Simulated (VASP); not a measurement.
A run of VASP 6.6.1 is set up as follows.

INCAR

```
SYSTEM = I
PREC = Accurate ; ENCUT = 520
EDIFF = 1E-6 ; ISMEAR = -1
SIGMA = 0.05 ; LREAL = .FALSE.
LASPH = .TRUE. ; NELM = 150
ALGO = Normal ; ISIF = 2
LWAVE = .FALSE. ; LCHARG = .TRUE.
MAGMOM = 0 0 0 ; LORBIT = 11
LSORBIT = .TRUE. ; GGA_COMPAT = .FALSE.
LORBMOM = .TRUE. ; GGA = PE
LVHAR = .TRUE. ; NBANDS = 18
```

The input KPOINTS:

```
regular mesh
0
G
  5 5 8
  0 0 0
```

Contents of POSCAR:

```
I
1.0
    2.4889939239     -4.5042058563     -0.1238632528
    2.4889939239      4.5042058563     -0.1238632528
   -1.7055504456      0.0000000000      2.4298681146
I
1
Direct
    0.5000000000      0.5000000000      0.5000000000
```

Potentials or basis: VASP PAW PBE potentials, release 64 (I).

Command:

```console
$ cat potpaw_PBE.64/I/POTCAR > POTCAR
$ mpirun -np 1 vasp_ncl > vasp.out
```

(1) Predict the net moment.

(2) Predict the pressure.

## Answers

(1) 0.00 μB per cell.

(2) -0.1 GPa.
